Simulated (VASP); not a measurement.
Runs of VASP 6.6.1 on SrO. The structure is that of space group Fm-3m (No. 225), or close to it. The cells are those of the table. 

| task | level | cell | k mesh | grid for exact exchange (PRECFOCK) | screening parameter | gap on the mesh (eV) |
| --- | --- | --- | --- | --- | --- | --- |
| dielectric tensor | r2SCAN | a = 3.612 Å, angles 60.0°, 2 atoms | 8 × 8 × 8 | - | - | 3.73 |
| dielectric tensor | r2SCAN | a = 3.758 Å, angles 60.0°, 2 atoms | 8 × 8 × 8 | - | - | 3.77 |
| dielectric tensor | r2SCAN | a = 3.721 Å, angles 60.0°, 2 atoms | 8 × 8 × 8 | - | - | 3.77 |
| single point | HSE06 | a = 3.612 Å, angles 60.0°, 2 atoms | 6 × 6 × 6 | Normal | 0.2079 1/Å | 4.74 |
| dielectric tensor | r2SCAN | a = 3.685 Å, angles 60.0°, 2 atoms | 8 × 8 × 8 | - | - | (a) |

Alike in all rows: potentials or basis VASP PAW PBE potentials, release 64 (Sr_sv, O); no spin polarisation; cutoff (eV) 520; smearing gaussian 0.01 eV.

Question: Estimate the missing entries.

Answer: (a) 3.76.

A k mesh can miss the band edges, and the runs leave out spin-orbit coupling on Sr.
